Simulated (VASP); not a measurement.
# Au (Im-3m) in VASP: a series of runs

The runs below take Au through relaxation of cell and atoms, with PBEsol.

All numbers are computed with VASP 6.6.1; they aren't measurements. Logs are shortened: lines on timing, memory, paths and dates and some standing lists are left out, and cuts for length are marked.

## 1. The cell of the first run

It takes space group Im-3m (No. 229, cubic). The conventional cell has a = 2.978 Å, b = 2.978 Å, c = 2.978 Å, α = 90.00°, β = 90.00°, γ = 90.00°. Au (site symmetry m-3m) has 14 Au at 2.58 to 2.98 Å within 3.4 Å.

## 2. Relaxation of cell and atoms, PBEsol, target pressure 90 GPa, at which the enthalpy is minimised

File INCAR:

```
SYSTEM = Au
ALGO = Normal
EDIFF = 1E-7
EDIFFG = -0.008
ENCUT = 600
GGA = PS
IBRION = 2
ISIF = 3
ISMEAR = 0
LASPH = .True.
LCHARG = .False.
LREAL = .False.
LWAVE = .False.
NELM = 100
NSW = 70
PREC = Accurate
PSTRESS = 900.0
SIGMA = 0.1
```

File KPOINTS:

```
k-points
0
Gamma
  20 20 20
  0 0 0
```

File POSCAR:

```
Au
1.0
   -1.4891016530      1.4891016530      1.4891016530
    1.4891016530     -1.4891016530      1.4891016530
    1.4891016530      1.4891016530     -1.4891016530
Au
1
Direct
    0.0000000000      0.0000000000      0.0000000000
```

Potentials or basis: VASP PAW PBE potentials, release 64 (Au).

On the command line:

```console
cat potpaw_PBE.64/Au/POTCAR > POTCAR
mpirun -np 1 vasp_std > vasp.out
```

OUTCAR:

```text
SYSTEM = Au
   EDIFF = 1E-7
   EDIFFG = -0.008
   ENCUT = 600
   GGA = PS
   IBRION = 2
   ISIF = 3
   ISMEAR = 0
   LASPH = .True.
   LREAL = .False.
   NELM = 100
   NSW = 70
   PREC = Accurate
   PSTRESS = 900.0

 ion  position               nearest neighbor table
   1  0.000  0.000  0.000-

  LATTYP: Found a body centered cubic cell.
 ALAT       =     2.9782033060

  Lattice vectors:

 A1 = (  -1.4891016530,   1.4891016530,   1.4891016530)
 A2 = (   1.4891016530,  -1.4891016530,   1.4891016530)
 A3 = (   1.4891016530,   1.4891016530,  -1.4891016530)

Analysis of symmetry for initial positions (statically):
=====================================================================
 Subroutine PRICEL returns:
 Original cell was already a primitive cell.

 Routine SETGRP: Setting up the symmetry group for a
 body centered cubic supercell.

 Subroutine GETGRP returns: Found 48 space group operations
 (whereof 48 operations were pure point group operations)
 out of a pool of 48 trial point group operations.

The static configuration has the point symmetry O_h .

Analysis of symmetry for dynamics (positions and initial velocities):
=====================================================================
 Subroutine PRICEL returns:
 Original cell was already a primitive cell.

 Routine SETGRP: Setting up the symmetry group for a
 body centered cubic supercell.

 Subroutine GETGRP returns: Found 48 space group operations
 (whereof 48 operations were pure point group operations)
 out of a pool of 48 trial point group operations.

The dynamic configuration has the point symmetry O_h .

 Subroutine INISYM returns: Found 48 space group operations
 (whereof 48 operations are pure point group operations),
 and found     1 'primitive' translations

----------------------------------------------------------------------------------------

                                     Primitive cell

  volume of cell :      13.2079

  direct lattice vectors                    reciprocal lattice vectors
    -1.489101653  1.489101653  1.489101653     0.000000000  0.335772913  0.335772913
     1.489101653 -1.489101653  1.489101653     0.335772913  0.000000000  0.335772913
     1.489101653  1.489101653 -1.489101653     0.335772913  0.335772913  0.000000000

  length of vectors
     2.579199721  2.579199721  2.579199721     0.474854608  0.474854608  0.474854608

  position of ions in fractional coordinates (direct lattice)
     0.000000000  0.000000000  0.000000000

  ion indices of the primitive-cell ions
   primitive index   ion index
                 1           1

----------------------------------------------------------------------------------------

 KPOINTS: k-points

Automatic generation of k-mesh.
 Grid dimensions read from file:
 generate k-points for:   20   20   20

 Generating k-lattice:

  Cartesian coordinates                     Fractional coordinates (reciprocal lattice)
     0.000000000  0.016788646  0.016788646     0.050000000  0.000000000  0.000000000
     0.016788646  0.000000000  0.016788646     0.000000000  0.050000000  0.000000000
     0.016788646  0.016788646  0.000000000     0.000000000  0.000000000  0.050000000

  Length of vectors
     0.023742730  0.023742730  0.023742730

  Shift w.r.t. Gamma in fractional coordinates (k-lattice)
     0.000000000  0.000000000  0.000000000

 Subroutine IBZKPT returns following result:
 ===========================================

 Found    256 irreducible k-points:

 Following reciprocal coordinates:
            Coordinates               Weight
  0.000000  0.000000  0.000000      1.000000
  0.050000  0.000000  0.000000     12.000000
  0.100000  0.000000  0.000000     12.000000
  0.150000  0.000000  0.000000     12.000000
  0.200000  0.000000  0.000000     12.000000
  0.250000  0.000000  0.000000     12.000000
[... 16 lines left out ...]
  0.200000  0.100000  0.000000     48.000000
  0.250000  0.100000  0.000000     48.000000
 [... further k-points ...]
   k-points           NKPTS =    256   k-points in BZ     NKDIM =    256   number of bands    NBANDS=      9
   number of dos      NEDOS =    301   number of ions     NIONS =      1
   total plane-waves  NPLWV =  13824
   dimension x,y,z NGX =    24 NGY =   24 NGZ =   24
   dimension x,y,z NGXF=    48 NGYF=   48 NGZF=   48
   ions per type =               1
   NGX,Y,Z   is equivalent  to a cutoff of  15.47, 15.47, 15.47 a.u.
   NGXF,Y,Z  is equivalent  to a cutoff of  30.94, 30.94, 30.94 a.u.
 SYSTEM =  Au
   PREC   = accura    normal or accurate (medium, high low for compatibility)
   ISTART =      0    job   : 0-new  1-cont  2-samecut
   ICHARG =      2    charge: 1-file 2-atom 10-const
   ISPIN  =      1    spin polarized calculation?
   LNONCOLLINEAR =      F non collinear calculations
   LSORBIT =      F    spin-orbit coupling
   LASPH  =      T    aspherical Exc in radial PAW
   ENCUT  =  600.0 eV  44.10 Ry    6.64 a.u.   5.15  5.15  5.15*2*pi/ulx,y,z
   NELM   =    100;   NELMIN=  2; NELMDL= -5     # of ELM steps
   EDIFF  = 0.1E-06   stopping-criterion for ELM
   LREAL  =      F    real-space projection
   EDIFFG = -.8E-02   stopping-criterion for IOM
   NSW    =     70    number of steps for IOM
   IBRION =      2    ionic relax: 0-MD 1-quasi-New 2-CG
   NFREE  =      1    steps in history (QN), initial steepest desc. (CG)
   ISIF   =      3    stress and relaxation
   ISYM   =      2    0-nonsym 1-usesym 2-fastsym
   POTIM  = 0.5000    time-step for ionic-motion
   TEBEG  =    0.0;   TEEND  =   0.0 temperature during run
   PSTRESS=  900.0 pullay stress
   NELECT =      11.0000    total number of electrons
   NUPDOWN=      -1.0000    fix difference up-down
   EMIN   =  10.00;   EMAX   =-10.00  energy-range for DOS
   EFERMI =   0.00;   METHOD = LEGACY
   ISMEAR =     0;   SIGMA  =   0.10  broadening in eV -4-tet -1-fermi 0-gaus
   EFERMI_NEDOS =   21; number of points for ismear=-14 and -15
   IALGO  =     38    algorithm
   IMIX   =      4    mixing-type and parameters
     AMIX     =   0.40;   BMIX     =  1.00
     AMIX_MAG =   1.60;   BMIX_MAG =  1.00
  volume/ion in A,a.u.               =      13.21        89.13
  Fermi-wavevector in a.u.,A,eV,Ry     =   1.540262  2.910674 32.278574  2.372408
  Thomas-Fermi vector in A             =   2.646374
   LORBIT       =      0    0 simple, 1 ext, 2 COOP (PROOUT), +10 PAW based schemes
   GGA     = PS    functional components
   LHFCALC =     F    Hartree Fock is set to
   AEXX    =    0.0000 exact exchange contribution
   IVDW    =     0    specifies the selected vdW correction
   LEPSILON=     F    determine dielectric tensor
   LRPA    =     F    only Hartree local field effects (RPA)
 conjugate gradient relaxation of ions
 non-spin polarized calculation
 Gauss-broadening in eV      SIGMA  =   0.10
  energy-cutoff  :      600.00
  volume of cell :       13.21
 maximum number of plane-waves:       466
 NGX is ok and might be reduce to    24
   NGX = 11   NGY = 11   NGZ = 11

--------------------------------------- Ionic step        1  -------------------------------------------

 number of electron      10.9999999 magnetization

 Free energy of the ion-electron system (eV)
  ---------------------------------------------------
  ext. energy  EPLUGINS =         0.00000000
  ---------------------------------------------------
  free energy    TOTEN  =        -3.08277554 eV

  energy without entropy =       -3.08191585  energy(sigma->0) =       -3.08234570

------------------------ aborting loop because EDIFF is reached ----------------------------------------

  FORCE on cell =-STRESS in cart. coord.  units (eV):
  Direction    XX          YY          ZZ          XY          YZ          ZX
  --------------------------------------------------------------------------------------
  -------------------------------------------------------------------------------------
  Total        7.4805391      7.4805391      7.4805391      0.0000000     -0.0000000      0.0000000
  in kB      907.4243958    907.4243958    907.4243958      0.0000000     -0.0000000      0.0000000
  external PRESSURE =       7.4243958 kB  Pullay stress =     900.0000000 kB

 VOLUME and BASIS-vectors are now :
 -----------------------------------------------------------------------------
  energy-cutoff  :      600.00
  volume of cell :       13.21
      direct lattice vectors                 reciprocal lattice vectors
    -1.489101653  1.489101653  1.489101653     0.000000000  0.335772913  0.335772913
     1.489101653 -1.489101653  1.489101653     0.335772913  0.000000000  0.335772913
     1.489101653  1.489101653 -1.489101653     0.335772913  0.335772913  0.000000000
[... 44 lines left out ...]
  FREE ENERGIE OF THE ION-ELECTRON SYSTEM (eV)
  ---------------------------------------------------
  free  energy   TOTEN  =        -3.1472774356 eV

  energy  without entropy=       -3.1464053220  energy(sigma->0) =       -3.14684138

  enthalpy is  TOTEN    =         4.3379718891 eV   P V=        7.4852493247

--------------------------------------- Ionic step        3  -------------------------------------------

 number of electron      11.0000000 magnetization

 Free energy of the ion-electron system (eV)
  ---------------------------------------------------
  ext. energy  EPLUGINS =         0.00000000
  ---------------------------------------------------
  free energy    TOTEN  =        -3.09182543 eV

  energy without entropy =       -3.09096423  energy(sigma->0) =       -3.09139483

 E-fermi :  14.2106     XC(G=0): -14.4323

 val. band max:       14.1677853446   @ k =  -0.3500   0.4500   0.1000
 cond. band min:      14.2783841333   @ k =   0.5000   0.5000   0.1000
 fundamental gap:      0.1105987886
 Fermi energy:        14.2106247260

 k-point     1 :       0.0000    0.0000    0.0000
  band No.  band energies     occupation
      1       1.2276      2.00000
      2       7.6057      2.00000
      3       7.6057      2.00000
      4       7.6057      2.00000
      5      10.5040      2.00000
      6      10.5040      2.00000
      7      30.3455      0.00000
      8      30.3455      0.00000
      9      30.3455      0.00000

 k-point     2 :       0.0500    0.0000    0.0000
  band No.  band energies     occupation
      1       1.3459      2.00000
      2       7.5576      2.00000
      3       7.6064      2.00000
      4       7.7026      2.00000
      5      10.4394      2.00000
      6      10.5071      2.00000
      7      30.4097      0.00000
      8      30.4731      0.00000
      9      30.5231      0.00000
[... 253 lines left out ...]
 k-point    24 :       0.2500    0.1000    0.0000
  band No.  band energies     occupation
      1       4.3356      2.00000
      2       6.5156      2.00000
      3       7.6913      2.00000
      4       9.9397      2.00000
      5      10.8148      2.00000
      6      11.3418      2.00000
      7      26.2063      0.00000
      8      28.6153      0.00000
      9      32.4763      0.00000

 [... further k-points ...]

------------------------ aborting loop because EDIFF is reached ----------------------------------------

  FORCE on cell =-STRESS in cart. coord.  units (eV):
  Direction    XX          YY          ZZ          XY          YZ          ZX
  --------------------------------------------------------------------------------------
  -------------------------------------------------------------------------------------
  Total        7.4266429      7.4266429      7.4266429      0.0000000      0.0000000      0.0000000
  in kB      899.7933960    899.7933960    899.7933960      0.0000000      0.0000000      0.0000000
  external PRESSURE =      -0.2066040 kB  Pullay stress =     900.0000000 kB

 VOLUME and BASIS-vectors are now :
 -----------------------------------------------------------------------------
  energy-cutoff  :      600.00
  volume of cell :       13.22
      direct lattice vectors                 reciprocal lattice vectors
    -1.489704435  1.489704435  1.489704435     0.000000000  0.335637049  0.335637049
     1.489704435 -1.489704435  1.489704435     0.335637049  0.000000000  0.335637049
     1.489704435  1.489704435 -1.489704435     0.335637049  0.335637049  0.000000000

 POSITION                                       TOTAL-FORCE (eV/Angst)
 -----------------------------------------------------------------------------------
      0.00000      0.00000      0.00000        -0.000000     -0.000000      0.000000
 -----------------------------------------------------------------------------------
    total drift:                                0.000000      0.000000     -0.000000

  FREE ENERGIE OF THE ION-ELECTRON SYSTEM (eV)
  ---------------------------------------------------
  free  energy   TOTEN  =        -3.0918254292 eV

  energy  without entropy=       -3.0909642310  energy(sigma->0) =       -3.09139483

  enthalpy is  TOTEN    =         4.3365227280 eV   P V=        7.4283481572

 reached required accuracy - stopping structural energy minimisation
```

It took 22 s on 1 thread of Intel Xeon 6975P-C (Granite Rapids), shared host; peak memory 0.17 GiB.

What came out:

```yaml
Free_energy: -3.0918 eV
Relaxed_volume: 13.22 Å³/atom
Relaxed_cell: a = 2.580 Å, b = 2.580 Å, c = 2.580 Å, α = 109.47°, β = 109.47°, γ = 109.47°
Space_group_after_relaxing_to_0.05_Å: Im-3m (No. 229)
Energy_change_on_relaxing_the_enthalpy_is_what_falls: -9.0 meV/atom
Ionic_steps: 3
Pressure_after_relaxing: 90.0 GPa
```

The path:
```csv
step,energy change (eV),largest force (eV/Å),pressure (GPa),volume (Å³)
1,0.0000,0.0000,90.74,13.21
2,-0.0645,0.0000,85.47,13.33
3,-0.0090,0.0000,89.98,13.22
```

Final structure:
```
CELL_PARAMETERS angstrom
-1.48970 1.48970 1.48970
1.48970 -1.48970 1.48970
1.48970 1.48970 -1.48970
ATOMIC_POSITIONS crystal
Au 0.00000 0.00000 0.00000
```

Caveat: the cell is relaxed towards a set pressure, so the enthalpy falls and the energy may rise; the PAW data sets were made with another functional, which shifts forces and pressure a little; spin-orbit coupling is left out, which moves the levels of the heavy elements.

## 3. Relaxation of cell and atoms, PBEsol, target pressure 50 GPa, at which the enthalpy is minimised

This run uses another cell than the first one, of 14.19 Å³/atom, 1.074 times its volume.

File INCAR:

```
SYSTEM = Au
ALGO = Normal
EDIFF = 1E-6
EDIFFG = -0.008
ENCUT = 600
GGA = PS
IBRION = 2
ISIF = 3
ISMEAR = 0
LASPH = .True.
LCHARG = .False.
LREAL = .False.
LWAVE = .False.
NELM = 80
NSW = 70
PREC = Accurate
PSTRESS = 500.0
SIGMA = 0.1
```

KPOINTS is that of step 2.

File POSCAR:

```
Au
1.0
   -1.5250027347      1.5250027347      1.5250027347
    1.5250027347     -1.5250027347      1.5250027347
    1.5250027347      1.5250027347     -1.5250027347
Au
1
Direct
    0.0000000000      0.0000000000      0.0000000000
```

Potentials or basis: VASP PAW PBE potentials, release 64 (Au).

On the command line:

```console
cat potpaw_PBE.64/Au/POTCAR > POTCAR
mpirun -np 1 vasp_std > vasp.out
```

Wall time 27 s (1 thread of Intel Xeon 6975P-C (Granite Rapids), shared host); peak memory 0.18 GiB.

It converged, with:

```
Free energy                                            : -3.5527 eV
Relaxed volume                                         : 14.30 Å³/atom
Relaxed cell                                           : a = 2.648 Å, b = 2.648 Å, c = 2.648 Å, α = 109.47°, β = 109.47°, γ = 109.47°
Space group after relaxing (to 0.05 Å)                 : Im-3m (No. 229)
Energy change on relaxing (the enthalpy is what falls) : -36.8 meV/atom
Ionic steps                                            : 3
Pressure after relaxing                                : 49.9 GPa
```

Step by step:
| step | energy change (eV) | largest force (eV/Å) | pressure (GPa) | volume (Å³) |
| --- | --- | --- | --- | --- |
| 1 | 0.0000 | 0.0000 | 53.43 | 14.19 |
| 2 | -0.1751 | 0.0000 | 35.93 | 14.82 |
| 3 | -0.0368 | 0.0000 | 49.95 | 14.30 |

Final structure:
```xyz
1
Lattice="-1.5291 1.5291 1.5291 1.5291 -1.5291 1.5291 1.5291 1.5291 -1.5291" Properties=species:S:1:pos:R:3 pbc="T T T"
Au    0.0000    0.0000    0.0000
```

Levels at points of the mesh, in eV from the Fermi level:
```tsv
k point	band 2	band 3	band 4	band 5	band 6	band 7	band 8	band 9
(0.00, 0.00, 0.00)	-5.97	-5.97	-5.97	-3.40	-3.40	16.36	16.36	16.36
(0.50, 0.00, 0.00)	-7.45	-3.56	-3.07	-1.50	-1.23	4.76	12.29	15.20
(0.50, 0.50, 0.50)	-8.68	-1.78	-1.78	-1.78	6.43	6.43	6.43	12.03
```

Caveat: the cell is relaxed towards a set pressure, so the enthalpy falls and the energy may rise; the PAW data sets were made with another functional, which shifts forces and pressure a little; spin-orbit coupling is left out, which moves the levels of the heavy elements.
